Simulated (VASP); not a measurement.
Write the native input for VASP 6.6.1 that does the following.

```yaml
Task: relaxation of cell and atoms
Functional: PBE
Potentials_or_basis: VASP PAW PBE potentials, release 64 (Cd)
Cutoff: 600 eV
k_mesh: 12 × 12 × 6
Occupations: gaussian, width 0.1 eV
Spin: no spin polarisation
Dipole_correction: no
Further_INCAR_settings: ALGO = Fast; EDIFF = 1e-06; IBRION = 2; EDIFFG = -0.02; NSW = 90; ISIF = 3
```

The structure of Cd lies in POSCAR:

```
Cd
1.0
    2.9788700000      0.0000000000      0.0000000000
   -1.4894350000      2.5797770946      0.0000000000
    0.0000000000      0.0000000000      5.6176500000
Cd
2
Direct
    0.3333333333      0.6666666667      0.2500000000
    0.6666666667      0.3333333333      0.7500000000
```

One way to write it, as run:

INCAR

```
SYSTEM = Cd
ALGO     = Fast           ! electronic algorithm
EDIFF    = 1E-6           ! SCF threshold, eV
EDIFFG   = -0.02          ! ionic threshold
ENCUT    = 600            ! plane-wave cutoff, eV
GGA      = PE             ! functional
IBRION   = 2              ! ionic algorithm
ISIF     = 3              ! what is computed and relaxed
ISMEAR   = 0              ! smearing method
LASPH    = .True.         ! aspherical terms in the spheres
LCHARG   = .False.        ! write CHGCAR
LREAL    = .False.        ! projectors in reciprocal space
LWAVE    = .False.        ! write WAVECAR
NELM     = 100            ! most SCF steps
NSW      = 90             ! ionic steps
PREC     = Accurate       ! precision mode
SIGMA    = 0.1            ! smearing width, eV
```

KPOINTS

```
k-points
0
Gamma
  12 12 6
  0 0 0
```

Potentials or basis: VASP PAW PBE potentials, release 64 (Cd).

Run with:

```bash
$ cat potpaw_PBE.64/Cd/POTCAR > POTCAR
$ mpirun -np 1 vasp_std > vasp.out
```

It gave:

```
Relaxed volume                        : 23.20 Å³/atom
Relaxed cell                          : a = 3.006 Å, b = 3.006 Å, c = 5.929 Å, α = 90.00°, β = 90.00°, γ = 120.00°
Space group after relaxing (to 0.1 Å) : P6_3/mmc (No. 194)
Energy gained by relaxing             : 17.8 meV/atom
Ionic steps                           : 6
Pressure after relaxing               : -0.1 GPa
Band gap on the k mesh                : zero (bands 12 and 13 overlap by 4.08 eV)
```

It took 3 min on 1 thread of Intel Xeon 8259CL, on a shared host, peak memory 0.21 GiB.
